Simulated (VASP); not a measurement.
A run of VASP 6.6.1:

INCAR

```
  ALGO = Normal
  EDIFF = 1E-7
  EDIFFG = -0.05
  ENCUT = 600
  GGA = PS
  IBRION = 2
  ISIF = 3
  ISMEAR = -1
  LASPH = T
  LCHARG = F
  LREAL = F
  LWAVE = F
  NELM = 80
  NSW = 100
  PREC = Accurate
  SIGMA = 0.1
```

File KPOINTS:

```
k-points
0
Gamma
  12 12 8
```

Contents of POSCAR:

```
Mg
1.0
    3.2093000000      0.0000000000      0.0000000000
   -1.6046500000      2.7793353284      0.0000000000
    0.0000000000      0.0000000000      5.2103000000
Mg
2
Direct
    0.3333333333      0.6666666667      0.2500000000
    0.6666666667      0.3333333333      0.7500000000
```

Potentials or basis: VASP PAW PBE potentials, release 64 (Mg).

Command:

```console
$ cat potpaw_PBE.64/Mg/POTCAR > POTCAR
$ mpirun -np 1 vasp_std > vasp.out
```

Hardware: 1 thread of Intel(R) Xeon(R) 6975P-C (Granite Rapids), on a shared host.

Question: How long does it take, and how much memory?

Answer: Run time: 21 s on 1 thread of Intel(R) Xeon(R) 6975P-C (Granite Rapids), on a shared host, peak memory 0.2 GiB. Counts: scf iterations 21, k points 95, ion steps 3.
